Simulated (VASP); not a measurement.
Crystal: ScTa2N3.

```xyz
6
Lattice="3.1589 0.0000 0.0000 0.0000 3.1589 0.0000 0.0000 0.0000 10.0027" Properties=species:S:1:pos:R:3 pbc="T T T"
Sc    0.0000    0.0000    0.0000
Ta    0.0000    0.0000    3.3353
Ta    0.0000    0.0000    6.6674
N     1.5795    1.5795    1.7877
N     1.5795    1.5795    5.0014
N     1.5795    1.5795    8.2151
```

The cell was generated, and may not be a known phase.

| Quantity | Value |
| --- | --- |
| Program | VASP 6.6.1 |
| Task | relaxation of cell and atoms |
| Functional | PBE |
| Potentials or basis | VASP PAW PBE potentials, release 64 (Sc_sv, Ta_pv, N) |
| Cutoff | 600 eV |
| k mesh | 6 × 6 × 2 |
| Occupations | gaussian, width 0.1 eV |
| Spin | collinear spin |
| Starting moments | [0.0, 1.0, 1.0, 0.0, 0.0, 0.0] μB |

At the start: pressure -44.8 GPa; volume 16.64 Å³/atom.

**Question.** Where does the relaxation end?

**Answer.** Over 10 steps the energy falls by 1347.0 meV/atom and the volume is 10.48 Å³/atom (-37.0 %); space group P4/mmm (No. 123, to 0.1 Å) before and after; moment 0.00 μB per cell.

Step by step:
```
step  energy change (eV)  largest force (eV/Å)  pressure (GPa)  volume (Å³)
   1              0.0000                1.0116          -44.80        99.81
   2             -1.7351                3.0053          159.14        46.49
   3             -8.0379                0.0780           -6.31        64.50
   4             -8.0691                0.0742           -2.03        63.42
   5             -8.0733                0.1049            0.62        62.80
   6             -8.0741                0.1303            0.01        62.89
   7             -8.0808                0.1168            0.27        62.85
   8             -8.0815                0.0416           -0.43        62.99
   9             -8.0815                0.0458           -0.39        62.98
  10             -8.0819                0.0354            0.05        62.86
```

Final structure:
```
Sc Ta N
1.0
     2.75326    0.00000    0.00000
     0.00000    2.75326    0.00000
     0.00000    0.00000    8.29205
Sc Ta N
1 2 3
Direct
  0.00000 0.00000 0.00000
  0.00000 0.00000 0.33415
  0.00000 0.00000 0.66585
  0.50000 0.50000 0.17985
  0.50000 0.50000 0.50000
  0.50000 0.50000 0.82015
```

Caveat: the volume moved by over 15 % at a fixed basis, so the end points are rough.
